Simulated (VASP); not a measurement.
Here is a VASP 6.6.1 calculation.

File INCAR:

```
PREC = Accurate ; ENCUT = 520
EDIFF = 1E-6 ; ISMEAR = 0
SIGMA = 0.15 ; LREAL = False
LASPH = True ; NELM = 60
ALGO = Fast ; ISIF = 2
LWAVE = False ; LCHARG = True
GGA = PE ; LELF = True
LVHAR = True ; NBANDS = 14
```

File KPOINTS:

```
regular mesh
0
Gamma
  16 16 16
```

File POSCAR:

```
AlNi
1.0
    2.1175967467     -2.1175617043      0.0000000000
    2.1175967467      2.1175617043      0.0000000000
    0.0000000000      0.0000000000      2.9004437058
Al Ni
1 1
Direct
    0.0000000000      0.0000000000      0.0000000000
    0.5000000000      0.5000000000      0.5000000000
```

Potentials or basis: VASP PAW PBE potentials, release 64 (Al, Ni).

Run with:

```bash
$ cat potpaw_PBE.64/Al/POTCAR potpaw_PBE.64/Ni/POTCAR > POTCAR
$ mpirun -np 1 vasp_std > vasp.out
```

**Question.** Estimate the pressure.

**Answer.** -9.8 GPa.

**Question.** Estimate the band gap on the k mesh.

**Answer.** Zero (an odd number of electrons rules out a gap without spin polarisation).

Stress tensor (GPa, compression positive):
```
-10.56   0.00   0.00
  0.00 -10.55   0.00
  0.00   0.00  -8.38
```

Caveat: the cell differs from its parent crystal (normal strain along x +0.0367, normal strain along y +0.0367); the cell stands under tension. Spin polarisation is off, so any magnetic state and its effect on volume and gap are missing.
